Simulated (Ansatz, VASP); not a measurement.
# Two plane-wave programs on InAs

```
In As
1.0
     0.00000    3.09316    3.09316
     3.09316    0.00000    3.09316
     3.09316    3.09316    0.00000
In As
1 1
Direct
  0.00000 0.00000 0.00000
  0.25000 0.25000 0.25000
```

Alike in both runs: task relaxation of cell and atoms; functional PBE; dispersion D3(BJ); k mesh 12 × 12 × 12; occupations gaussian, width 0.1 eV; no spin polarisation.

|  | VASP | Ansatz |
| --- | --- | --- |
| version | VASP 6.6.1 | Ansatz 0.2.0 |
| potentials or method | VASP PAW PBE potentials, release 64 (In_d, As), cutoff 600 eV | scalar-relativistic, plane waves, PAW |
| valence electrons in the cell | 18 | 28 |

|  | VASP | Ansatz | Ansatz less VASP |
| --- | --- | --- | --- |
| gap on the k mesh at the Fermi level, each at its own relaxed structure (eV) | none | none | - |
| relaxed volume (Å³/atom) | 28.57 | 28.53 | -0.041 |
| relaxed cell length with the largest relative difference (Å) | 4.323 | 4.321 | -0.0021 |

A gap of «none» marks a metal or a gap that the smearing closes. VASP's potentials hold 18 valence electrons a cell and Ansatz's 28, so a difference there can come from the potentials and not from the codes.
